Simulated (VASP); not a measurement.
Write the native input for VASP 6.6.1 that does the following.

| Quantity | Value |
| --- | --- |
| Task | relaxation of the atoms |
| Functional | PBE |
| Potentials or basis | VASP PAW PBE potentials, release 64 (Mg, O) |
| Cutoff | 520 eV |
| k mesh | 2 × 2 × 2, shifted |
| Occupations | gaussian, width 0.02 eV |
| Spin | no spin polarisation |
| Dipole correction | no |
| Further INCAR settings | LREAL = Auto; ALGO = Normal; EDIFF = 1e-06; IBRION = 2; EDIFFG = -0.03; NSW = 45 |

The structure of MgO lies in POSCAR:

```
MgO
1.0
    4.2535896649     -4.2535896649      4.2535896649
   -4.2535896649      4.2535896649      4.2535896649
   -4.2535896649     -4.2535896649     -4.2535896649
Mg O
16 16
Direct
    0.2487633761      0.7539114599     -0.0010789887
    0.4989623362      0.7567747525      0.7438616635
    0.7487502260      0.7566223095      0.5050741065
   -0.0007752317     -0.0030364303      0.9938392026
    0.2498425142      0.0005234114      0.7524690444
   -0.0037647148      0.7459702927      0.2475846780
    0.7452097729      0.2519368564     -0.0029656285
    0.4996526758     -0.0021488768      0.5025683365
    0.7495733030      0.0053255871      0.2530387708
    0.0128184338      0.2550006590      0.7617299162
    0.4930009794      0.5025439891     -0.0002032618
    0.2436591828      0.2382305028      0.4970056788
    0.7449102532      0.4961925610      0.7436520503
    0.5101770418      0.2472961583      0.2532724553
   -0.0073561683      0.4911675693      0.4961194021
    0.2542744176      0.5036396261      0.2485470070
    0.2533268545      0.0050348739      0.2534787748
    0.4886473728     -0.0082621689     -0.0038301927
    0.7547326749     -0.0051457636      0.7522960158
   -0.0018977795      0.2496199581      0.2451301588
    0.2371056941      0.2449838492      0.0017745796
    0.0066541865      0.0063080520      0.5100559165
    0.7569156999      0.5193272136      0.2593944546
    0.4996289170      0.2526334525      0.7499916914
    0.7473530286      0.2538246141      0.4962375599
    0.0011246705      0.5028140439      0.0006645267
    0.4940505305      0.7346903387      0.2473027184
    0.2566682584      0.4988282327      0.7575037352
    0.7500636850      0.7501221283     -0.0025221030
    0.5035131354      0.5019854968      0.5006126738
    0.0048371951      0.7600917477      0.7600084805
    0.2481832582      0.7433390114      0.4901459844
```

These files were run (other wordings do the same):

INCAR

```
SYSTEM = MgO
ALGO = Normal
EDIFF = 1E-6
EDIFFG = -0.03
ENCUT = 520
GGA = PE
IBRION = 2
ISIF = 2
ISMEAR = 0
KPAR = 2
LASPH = .True.
LCHARG = .False.
LREAL = Auto
LWAVE = .False.
NELM = 80
NSW = 45
PREC = Accurate
SIGMA = 0.02
```

KPOINTS

```
Automatic mesh
0
Gamma
  2 2 2
  0.5 0.5 0.5
```

Potentials or basis: VASP PAW PBE potentials, release 64 (Mg, O).

Run with:

```sh
$ cat potpaw_PBE.64/Mg/POTCAR potpaw_PBE.64/O/POTCAR > POTCAR
$ mpirun -np 2 vasp_std > vasp.out
```

Results of the run:

The energy gained by relaxing is 22.6 meV/atom. The ionic steps are 8. The pressure after relaxing is -0.8 GPa, the largest force after relaxing is 0.025 eV/Å and the band gap on the k mesh is 5.88 eV.

Caveat: a shifted mesh leaves out Γ, where band edges can lie.

Run time: 8.5 min on 2 MPI ranks on Intel(R) Xeon(R) Platinum 8488C (Sapphire Rapids), on a shared host, peak memory 0.49 GiB a rank.
